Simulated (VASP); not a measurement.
PtSe2:

```xyz
3
Lattice="3.7138 0.0000 0.0000 -1.8569 3.2162 0.0000 0.0000 0.0000 6.4609" Properties=species:S:1:pos:R:3 pbc="T T T"
Pt    0.0000    0.0000    0.0000
Se    0.0000    2.1441    1.2934
Se    1.8569    1.0721    5.1675
```

* Program: VASP 6.6.1
* Task: relaxation of shape and atoms at fixed volume
* Functional: PBE
* Potentials or basis: VASP PAW PBE potentials, release 64 (Pt, Se)
* Cutoff: 600 eV
* k mesh: 12 × 12 × 4
* Occupations: gaussian, width 0.02 eV
* Spin: no spin polarisation

At the start: pressure 2.9 GPa; volume 25.72 Å³/atom.

Problem. How do energy, volume and symmetry change on relaxing?

Solution. Over 6 steps the energy falls by 6.8 meV/atom; space group P-3m1 (No. 164, to 0.1 Å) before and after.

Step by step:
| step | energy change (eV) | largest force (eV/Å) | pressure (GPa) | volume (Å³) |
| --- | --- | --- | --- | --- |
| 1 | 0.0000 | 0.4004 | 2.90 | 77.17 |
| 2 | -0.0136 | 0.1854 | 1.63 | 77.17 |
| 3 | -0.0187 | 0.0720 | 0.10 | 77.17 |
| 4 | -0.0188 | 0.0454 | 0.26 | 77.17 |
| 5 | -0.0200 | 0.0199 | 0.15 | 77.17 |
| 6 | -0.0203 | 0.0014 | 0.06 | 77.17 |

Final structure:
```xyz
3
Lattice="3.7514 0.0000 0.0000 -1.8757 3.2488 0.0000 0.0000 0.0000 6.3320" Properties=species:S:1:pos:R:3 pbc="T T T"
Pt    0.0000    0.0000    0.0000
Se    0.0000    2.1659    1.3063
Se    1.8757    1.0829    5.0257
```

Caveat: this functional lacks dispersion, which binds layers or chains, so the pressure and a relaxed spacing across them are unreliable.
